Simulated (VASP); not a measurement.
# K (Pnma) in VASP: single point with PBE

Aim: the single point of K with PBE.

All numbers are computed with VASP 6.6.1; they aren't measurements. Logs are shortened: lines on timing, memory, paths and dates and some standing lists are left out, and cuts for length are marked.

### 1 The cell of the first run

Symmetry: Pnma, No. 62, orthorhombic system. The conventional cell has a = 9.124 Å, b = 7.037 Å, c = 5.015 Å, α = 90.00°, β = 90.00°, γ = 90.00°. Within 6.1 Å of K (site symmetry m) lie 14 K at 4.48 to 6.03 Å.

### 2 Single point, PBE (Cs replaced by K, lengths x 0.899, strained)

INCAR

```
PREC = Accurate
ENCUT = 520
EDIFF = 1E-6
ISMEAR = 0
SIGMA = 0.1
LREAL = F
LASPH = T
NELM = 100
ALGO = Fast
ISIF = 2
LWAVE = F
LCHARG = T
GGA = PE
LELF = T
LVHAR = T
NBANDS = 26
```

KPOINTS

```
Automatic mesh
0
Gamma
  6 6 8
```

POSCAR

```
K
1.0
    9.1241566293      0.0000000000      0.0000000000
    0.0000000000      7.0374464978      0.0000000000
    0.0000000000      0.0000000000      5.0146927577
K
4
Direct
    0.1298267189      0.7500000000      0.8571760618
    0.6298267189      0.7500000000      0.6428239382
    0.8701732811      0.2500000000      0.1428239382
    0.3701732811      0.2500000000      0.3571760618
```

Potentials or basis: VASP PAW PBE potentials, release 64 (K_sv).

Run with:

```
$ cat potpaw_PBE.64/K_sv/POTCAR > POTCAR
$ mpirun -np 1 vasp_std > vasp.out
```

OUTCAR:

```text
PREC = Accurate
   ENCUT = 520
   EDIFF = 1E-6
   ISMEAR = 0
   LREAL = F
   LASPH = T
   NELM = 100
   ISIF = 2
   GGA = PE

 ion  position               nearest neighbor table
   1  0.130  0.750  0.857-
   2  0.630  0.750  0.643-
   3  0.870  0.250  0.143-
   4  0.370  0.250  0.357-

  LATTYP: Found a simple orthorhombic cell.
 ALAT       =     5.0146927577
 B/A-ratio  =     1.4033654379
 C/A-ratio  =     1.8194846764

  Lattice vectors:

 A1 = (   0.0000000000,   0.0000000000,  -5.0146927577)
 A2 = (   0.0000000000,   7.0374464978,   0.0000000000)
 A3 = (   9.1241566293,   0.0000000000,   0.0000000000)

Analysis of symmetry for initial positions (statically):
=====================================================================
 Subroutine PRICEL returns:
 Original cell was already a primitive cell.

 Routine SETGRP: Setting up the symmetry group for a
 simple orthorhombic supercell.

 Subroutine GETGRP returns: Found  8 space group operations
 (whereof  2 operations were pure point group operations)
 out of a pool of  8 trial point group operations.

The static configuration has the point symmetry S_2 .
 The point group associated with its full space group is D_2h.

Analysis of symmetry for dynamics (positions and initial velocities):
=====================================================================
 Subroutine PRICEL returns:
 Original cell was already a primitive cell.

 Routine SETGRP: Setting up the symmetry group for a
 simple orthorhombic supercell.

 Subroutine GETGRP returns: Found  8 space group operations
 (whereof  2 operations were pure point group operations)
 out of a pool of  8 trial point group operations.

The dynamic configuration has the point symmetry S_2 .
 The point group associated with its full space group is D_2h.

 Subroutine INISYM returns: Found  8 space group operations
 (whereof  2 operations are pure point group operations),
 and found     1 'primitive' translations

----------------------------------------------------------------------------------------

                                     Primitive cell

  volume of cell :     321.9973

  direct lattice vectors                    reciprocal lattice vectors
     9.124156629  0.000000000  0.000000000     0.109599171  0.000000000  0.000000000
     0.000000000  7.037446498  0.000000000     0.000000000  0.142096995  0.000000000
     0.000000000  0.000000000  5.014692758     0.000000000  0.000000000  0.199414012

  length of vectors
     9.124156629  7.037446498  5.014692758     0.109599171  0.142096995  0.199414012

  position of ions in fractional coordinates (direct lattice)
     0.129826719  0.750000000  0.857176062
     0.629826719  0.750000000  0.642823938
     0.870173281  0.250000000  0.142823938
     0.370173281  0.250000000  0.357176062

  ion indices of the primitive-cell ions
   primitive index   ion index
                 1           1
                 2           2
                 3           3
                 4           4

----------------------------------------------------------------------------------------

 KPOINTS: Automatic mesh

Automatic generation of k-mesh.
 Grid dimensions read from file:
 generate k-points for:    6    6    8

 Generating k-lattice:

  Cartesian coordinates                     Fractional coordinates (reciprocal lattice)
     0.018266528  0.000000000  0.000000000     0.166666667  0.000000000  0.000000000
     0.000000000  0.023682833  0.000000000     0.000000000  0.166666667  0.000000000
     0.000000000  0.000000000  0.024926751     0.000000000  0.000000000  0.125000000

  Length of vectors
     0.018266528  0.023682833  0.024926751

  Shift w.r.t. Gamma in fractional coordinates (k-lattice)
     0.000000000  0.000000000  0.000000000

 Subroutine IBZKPT returns following result:
 ===========================================

 Found     80 irreducible k-points:

 Following reciprocal coordinates:
            Coordinates               Weight
  0.000000  0.000000  0.000000      1.000000
  0.166667  0.000000  0.000000      2.000000
  0.333333  0.000000  0.000000      2.000000
  0.500000  0.000000  0.000000      1.000000
  0.000000  0.166667  0.000000      2.000000
  0.166667  0.166667  0.000000      4.000000
[... 16 lines left out ...]
  0.333333  0.166667  0.125000      8.000000
  0.500000  0.166667  0.125000      4.000000
 [... further k-points ...]
   k-points           NKPTS =     80   k-points in BZ     NKDIM =     80   number of bands    NBANDS=     26
   number of dos      NEDOS =    301   number of ions     NIONS =      4
   total plane-waves  NPLWV = 151200
   dimension x,y,z NGX =    70 NGY =   54 NGZ =   40
   dimension x,y,z NGXF=   140 NGYF=  108 NGZF=   80
   ions per type =               4
   NGX,Y,Z   is equivalent  to a cutoff of  12.75, 12.76, 13.26 a.u.
   NGXF,Y,Z  is equivalent  to a cutoff of  25.51, 25.51, 26.52 a.u.
 SYSTEM =  unknown system
   PREC   = accura    normal or accurate (medium, high low for compatibility)
   ISTART =      0    job   : 0-new  1-cont  2-samecut
   ICHARG =      2    charge: 1-file 2-atom 10-const
   ISPIN  =      1    spin polarized calculation?
   LNONCOLLINEAR =      F non collinear calculations
   LSORBIT =      F    spin-orbit coupling
   LASPH  =      T    aspherical Exc in radial PAW
   ENCUT  =  520.0 eV  38.22 Ry    6.18 a.u.  16.96 13.08  9.32*2*pi/ulx,y,z
   NELM   =    100;   NELMIN=  2; NELMDL= -5     # of ELM steps
   EDIFF  = 0.1E-05   stopping-criterion for ELM
   LREAL  =      F    real-space projection
   EDIFFG = 0.1E-04   stopping-criterion for IOM
   NSW    =      0    number of steps for IOM
   IBRION =     -1    ionic relax: 0-MD 1-quasi-New 2-CG
   NFREE  =      0    steps in history (QN), initial steepest desc. (CG)
   ISIF   =      2    stress and relaxation
   ISYM   =      2    0-nonsym 1-usesym 2-fastsym
   POTIM  = 0.5000    time-step for ionic-motion
   TEBEG  =    0.0;   TEEND  =   0.0 temperature during run
   PSTRESS=    0.0 pullay stress
   NELECT =      36.0000    total number of electrons
   NUPDOWN=      -1.0000    fix difference up-down
   EMIN   =  10.00;   EMAX   =-10.00  energy-range for DOS
   EFERMI =   0.00;   METHOD = LEGACY
   ISMEAR =     0;   SIGMA  =   0.10  broadening in eV -4-tet -1-fermi 0-gaus
   EFERMI_NEDOS =   21; number of points for ismear=-14 and -15
   IALGO  =     68    algorithm
   IMIX   =      4    mixing-type and parameters
     AMIX     =   0.40;   BMIX     =  1.00
     AMIX_MAG =   1.60;   BMIX_MAG =  1.00
  volume/ion in A,a.u.               =      80.50       543.24
  Fermi-wavevector in a.u.,A,eV,Ry     =   0.788663  1.490357  8.462684  0.621990
  Thomas-Fermi vector in A             =   1.893650
   LORBIT       =      0    0 simple, 1 ext, 2 COOP (PROOUT), +10 PAW based schemes
   GGA     = PE    functional components
   LHFCALC =     F    Hartree Fock is set to
   AEXX    =    0.0000 exact exchange contribution
   IVDW    =     0    specifies the selected vdW correction
   LEPSILON=     F    determine dielectric tensor
   LRPA    =     F    only Hartree local field effects (RPA)
 non-spin polarized calculation
 RMM-DIIS sequential band-by-band and
 Gauss-broadening in eV      SIGMA  =   0.10
  energy-cutoff  :      520.00
  volume of cell :      322.00
 maximum number of plane-waves:      8708
 NGX is ok and might be reduce to    70
   NGX = 33   NGY = 27   NGZ = 19

 number of electron      36.0000000 magnetization

 Free energy of the ion-electron system (eV)
  ---------------------------------------------------
  ext. energy  EPLUGINS =         0.00000000
  ---------------------------------------------------
  free energy    TOTEN  =        -4.12284958 eV

  energy without entropy =       -4.10721268  energy(sigma->0) =       -4.11503113

 E-fermi :  -0.2978     XC(G=0):  -5.4359

 val. band max:       -0.3079110146   @ k =   0.3333   0.5000   0.2500
 cond. band min:      -0.2815711308   @ k =   0.5000   0.1667   0.5000
 fundamental gap:      0.0263398838
 Fermi energy:        -0.2978131123

 k-point     1 :       0.0000    0.0000    0.0000
  band No.  band energies     occupation
      1     -32.5118      2.00000
      2     -32.5090      2.00000
      3     -32.5080      2.00000
      4     -32.5077      2.00000
      5     -16.0228      2.00000
      6     -16.0131      2.00000
[... 18 lines left out ...]
     25       2.3275      0.00000
     26       2.4499      0.00000

 k-point     2 :       0.1667    0.0000    0.0000
  band No.  band energies     occupation
      1     -32.5117      2.00000
      2     -32.5093      2.00000
      3     -32.5079      2.00000
      4     -32.5077      2.00000
      5     -16.0216      2.00000
      6     -16.0118      2.00000
[... 18 lines left out ...]
     25       2.2572      0.00000
     26       2.6798      0.00000

 k-point     3 :       0.3333    0.0000    0.0000
  band No.  band energies     occupation
      1     -32.5113      2.00000
      2     -32.5099      2.00000
      3     -32.5077      2.00000
      4     -32.5077      2.00000
      5     -16.0181      2.00000
      6     -16.0078      2.00000
[... 18 lines left out ...]
     25       2.5715      0.00000
     26       2.9367      0.00000

 k-point     4 :       0.5000    0.0000    0.0000
  band No.  band energies     occupation
      1     -32.5106      2.00000
      2     -32.5106      2.00000
      3     -32.5076      2.00000
      4     -32.5076      2.00000
      5     -16.0128      2.00000
      6     -16.0128      2.00000
[... 18 lines left out ...]
     25       3.0040      0.00000
     26       3.0842      0.00000
[... 496 lines left out ...]
      1     -32.5113      2.00000
      2     -32.5092      2.00000
      3     -32.5080      2.00000
      4     -32.5078      2.00000
      5     -16.0179      2.00000
      6     -16.0153      2.00000
[... 18 lines left out ...]
     25       2.3635      0.00000
     26       3.0085      0.00000

 k-point    23 :       0.3333    0.1667    0.1250
  band No.  band energies     occupation
      1     -32.5109      2.00000
      2     -32.5097      2.00000
      3     -32.5079      2.00000
      4     -32.5078      2.00000
      5     -16.0158      2.00000
      6     -16.0134      2.00000
[... 18 lines left out ...]
     25       2.3292      0.00000
     26       2.9380      0.00000

 k-point    24 :       0.5000    0.1667    0.1250
  band No.  band energies     occupation
      1     -32.5103      2.00000
      2     -32.5103      2.00000
      3     -32.5078      2.00000
      4     -32.5078      2.00000
      5     -16.0134      2.00000
      6     -16.0134      2.00000
[... 18 lines left out ...]
     25       2.6865      0.00000
     26       2.6990      0.00000

 [... further k-points ...]

------------------------ aborting loop because EDIFF is reached ----------------------------------------

  FORCE on cell =-STRESS in cart. coord.  units (eV):
  Direction    XX          YY          ZZ          XY          YZ          ZX
  --------------------------------------------------------------------------------------
  -------------------------------------------------------------------------------------
  Total       -0.2680196     -0.2003402     -0.9104575      0.0000000      0.0000000      0.0000000
  in kB       -1.3335979     -0.9968423     -4.5302076      0.0000000      0.0000000      0.0000000
  external PRESSURE =      -2.2868826 kB  Pullay stress =       0.0000000 kB

 VOLUME and BASIS-vectors are now :
 -----------------------------------------------------------------------------
  energy-cutoff  :      520.00
  volume of cell :      322.00
      direct lattice vectors                 reciprocal lattice vectors
     9.124156629  0.000000000  0.000000000     0.109599171  0.000000000  0.000000000
     0.000000000  7.037446498  0.000000000     0.000000000  0.142096995  0.000000000
     0.000000000  0.000000000  5.014692758     0.000000000  0.000000000  0.199414012

 POSITION                                       TOTAL-FORCE (eV/Angst)
 -----------------------------------------------------------------------------------
      1.18456      5.27808      4.29847         0.028946      0.000000     -0.027544
      5.74664      5.27808      3.22356         0.028946     -0.000000      0.027544
      7.93960      1.75936      0.71622        -0.028946      0.000000      0.027544
      3.37752      1.75936      1.79113        -0.028946     -0.000000     -0.027544
 -----------------------------------------------------------------------------------
    total drift:                                0.000000      0.000000     -0.000000

  FREE ENERGIE OF THE ION-ELECTRON SYSTEM (eV)
  ---------------------------------------------------
  free  energy   TOTEN  =        -4.1228495778 eV

  energy  without entropy=       -4.1072126826  energy(sigma->0) =       -4.11503113
```

It took 9.6 min on 1 thread of Intel Xeon Platinum 8559C (Emerald Rapids), shared host; peak memory 0.7 GiB.

Results:

* Free energy: -4.1228 eV
* Pressure: -0.2 GPa
* Largest force: 0.040 eV/Å
* Band gap on the k mesh: zero (bands 18 and 19 overlap by 1.37 eV)

Forces on the atoms (eV/Å):
```
K    0.029  0.000 -0.028
K    0.029  0.000  0.028
K   -0.029  0.000  0.028
K   -0.029  0.000 -0.028
```

Caveat: the cell differs from its parent crystal (Cs replaced by K, lengths x 0.899, strained).

The gap in the log of VASP goes by the Fermi energy; the results here count the filled bands.